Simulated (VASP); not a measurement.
The system is CsCl.

```
Cs Cl
1.0
     4.14370    0.00000    0.00000
     0.00000    4.14370    0.00000
     0.00000    0.00000    4.14370
Cs Cl
1 1
Direct
  0.00000 0.00000 0.00000
  0.50000 0.50000 0.50000
```

| Quantity | Value |
| --- | --- |
| Program | VASP 6.6.1 |
| Task | relaxation of cell and atoms |
| Functional | PBE |
| Potentials or basis | VASP PAW PBE potentials, release 64 (Cs_sv, Cl) |
| Cutoff | 500 eV |
| k mesh | 6 × 6 × 6 |
| Occupations | fermi-dirac, width 0.02 eV |
| Spin | no spin polarisation |

At the start: pressure 0.7 GPa; volume 35.57 Å³/atom.

Problem. Where does the relaxation end?

Solution. Over 4 steps the energy falls by 3.6 meV/atom and the volume is 37.23 Å³/atom (+4.6 %); space group Pm-3m (No. 221, to 0.1 Å) before and after.

Step by step:
```tsv
step	energy change (eV)	largest force (eV/Å)	pressure (GPa)	volume (Å³)
1	0.0000	0.0000	0.74	71.15
2	-0.0057	0.0000	0.33	72.86
3	-0.0072	0.0000	-0.04	74.63
4	-0.0073	0.0000	0.00	74.45
```

Final structure:
```
CELL_PARAMETERS angstrom
4.20688 0.00000 0.00000
0.00000 4.20688 0.00000
0.00000 0.00000 4.20688
ATOMIC_POSITIONS crystal
Cs 0.00000 0.00000 0.00000
Cl 0.50000 0.50000 0.50000
```
